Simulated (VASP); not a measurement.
# Sn2H: single point with PBE

Crystal: Sn2H.

```
Sn H
1.0
     3.61941    0.00000    0.00000
    -1.80970    3.13450    0.00000
     0.00000    0.00000   10.75618
Sn H
4 2
Direct
  0.00000 0.00000 0.50000
  0.00000 0.00000 0.00000
  0.66667 0.33333 0.25000
  0.33333 0.66667 0.75000
  0.66667 0.33333 0.75000
  0.33333 0.66667 0.25000
```

The cell was generated, and may not be a known phase.

```
Program             : VASP 6.6.1
Task                : single point
Functional          : PBE
Potentials or basis : VASP PAW PBE potentials, release 64 (Sn_d, H)
Cutoff              : 520 eV
k mesh              : 12 × 12 × 6
Occupations         : gaussian, width 0.1 eV
Spin                : no spin polarisation
```

The pressure is -0.1 GPa and the band gap on the k mesh is zero (bands 29 and 30 overlap by 6.22 eV).

Levels at points of the mesh, in eV from the Fermi level:
| k point | band 26 | band 27 | band 28 | band 29 | band 30 | band 31 | band 32 | band 33 |
| --- | --- | --- | --- | --- | --- | --- | --- | --- |
| (0.00, 0.00, 0.00) | 0.22 | 1.74 | 2.46 | 3.74 | 3.99 | 3.99 | 4.50 | 4.50 |
| (0.50, 0.00, 0.00) | -3.65 | -3.53 | -1.69 | -0.22 | 0.43 | 0.91 | 1.39 | 2.01 |
| (0.00, 0.00, 0.50) | -2.12 | 2.36 | 2.36 | 4.19 | 4.19 | 4.19 | 4.19 | 5.42 |
| (0.50, 0.00, 0.50) | -4.58 | -2.79 | -2.79 | 0.40 | 0.40 | 1.26 | 1.26 | 2.78 |

It took 5.8 min on 1 thread of Oxide Virtual Turin-like Processor (shared host), peak memory 0.38 GiB.

Caveat: spin-orbit coupling is left out, which moves the levels of the heavy elements.
